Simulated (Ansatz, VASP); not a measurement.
Two plane-wave programs on Rb3LuBe2

```
CELL_PARAMETERS angstrom
6.80206 0.00000 0.00000
-3.40103 5.89076 0.00000
0.00000 0.00000 5.71891
ATOMIC_POSITIONS crystal
Rb 0.50000 0.00000 0.50000
Rb 0.00000 0.50000 0.50000
Rb 0.50000 0.50000 0.50000
Lu 0.00000 0.00000 0.00000
Be 0.33333 0.66667 0.00000
Be 0.66667 0.33333 0.00000
```

Alike in both runs: functional PBE; k mesh 6 × 6 × 8; occupations gaussian, width 0.1 eV; no spin polarisation.

Ansatz relaxed the structure, and its values are those at the end. VASP's run is a single point on that final structure, the one shown.

```csv
,VASP,Ansatz
version,VASP 6.6.1,Ansatz 0.2.0
potentials or method,"VASP PAW PBE potentials, release 64 (Rb_sv, Lu, Be), cutoff 520 eV","scalar-relativistic, plane waves, PAW"
valence electrons in the cell,56,56
```

```csv
,VASP,Ansatz,Ansatz less VASP
gap on the k mesh at the Fermi level (eV),none,none,-
pressure (GPa),0.0,0.0,-0.02
```

A gap of «none» marks a metal or a gap that the smearing closes. With one functional, cell and mesh, what is left measures potentials, basis and numerics.

Spin-orbit coupling is off throughout.
